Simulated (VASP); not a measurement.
Set up this calculation in VASP 6.6.1, as the native input.

| Quantity | Value |
| --- | --- |
| Task | G0W0 quasiparticle levels |
| Functional | LDA |
| Potentials or basis | VASP PAW LDA potentials, release 64 (Al_GW, N_GW) |
| Cutoff | 500 eV |
| k mesh | 4 × 4 × 4 |
| Occupations | gaussian, width 0.01 eV |
| Spin | no spin polarisation |
| Dipole correction | no |
| GW scheme | G0W0 |
| GW iterations | 1 |
| Cutoff of the response function | 60 |
| Frequency points | 48 |
| Empty bands | 30 |
| Further INCAR settings | ALGO = EVGW0; EDIFF = 1e-08; NBANDS = 34 |

AlN:

```xyz
2
Lattice="0.0000 2.0189 2.0189 2.0189 0.0000 2.0189 2.0189 2.0189 0.0000" Properties=species:S:1:pos:R:3 pbc="T T T"
Al    0.0000    0.0000    0.0000
N     2.0189    2.0189    2.0189
```

The input as run:

POSCAR

```
AlN
1.0
    0.0000000000      2.0188684454      2.0188684454
    2.0188684454      0.0000000000      2.0188684454
    2.0188684454      2.0188684454      0.0000000000
Al N
1 1
Direct
    0.0000000000      0.0000000000      0.0000000000
    0.5000000000      0.5000000000      0.5000000000
```

INCAR.step1

```
  PREC = Accurate
  ENCUT = 500
  EDIFF = 1E-8
  ISMEAR = 0
  SIGMA = 0.01
  LREAL = False
  LASPH = True
  NELM = 60
  ALGO = Normal
  LWAVE = True
  LCHARG = False
```

INCAR.step2

```
  PREC = Accurate
  ENCUT = 500
  EDIFF = 1E-8
  ISMEAR = 0
  SIGMA = 0.01
  LREAL = False
  LASPH = True
  NELM = 1
  ALGO = Exact
  LWAVE = True
  LCHARG = False
  NBANDS = 34
  LOPTICS = True
  ISTART = 1
```

INCAR.step3

```
  PREC = Accurate
  ENCUT = 500
  EDIFF = 1E-8
  ISMEAR = 0
  SIGMA = 0.01
  LREAL = False
  LASPH = True
  ALGO = EVGW0
  LWAVE = False
  LCHARG = False
  NELMGW = 1
  NBANDS = 34
  ENCUTGW = 60
  NOMEGA = 48
  PRECFOCK = Fast
  ISTART = 1
  NBANDSGW = 12
```

KPOINTS

```
Automatic mesh
0
Gamma
  4 4 4
```

Potentials or basis: VASP PAW LDA potentials, release 64 (Al_GW, N_GW).

Launch:

```bash
$ cat potpaw_LDA.64/Al_GW/POTCAR potpaw_LDA.64/N_GW/POTCAR > POTCAR
$ cp INCAR.step1 INCAR
$ mpirun -np 1 vasp_std > vasp.out
$ cp INCAR.step2 INCAR
$ mpirun -np 1 vasp_std > vasp.out
$ cp INCAR.step3 INCAR
$ mpirun -np 1 vasp_std > vasp.out
```

Results of the run:

The band gap on the k mesh, mean-field level is 4.44 eV, indirect (least direct gap 5.81 eV) and the quasiparticle gap is 5.77 eV. The least direct quasiparticle gap is 7.06 eV.

Caveat: the k points lie up to 0.67 Å⁻¹ apart; bands, screening cutoff and mesh are small and nothing is extrapolated, so the quasiparticle values aren't converged.

Wall time 11 s on 1 thread of Intel(R) Xeon(R) Platinum 8559C (Emerald Rapids), on a shared host, peak memory 0.15 GiB.
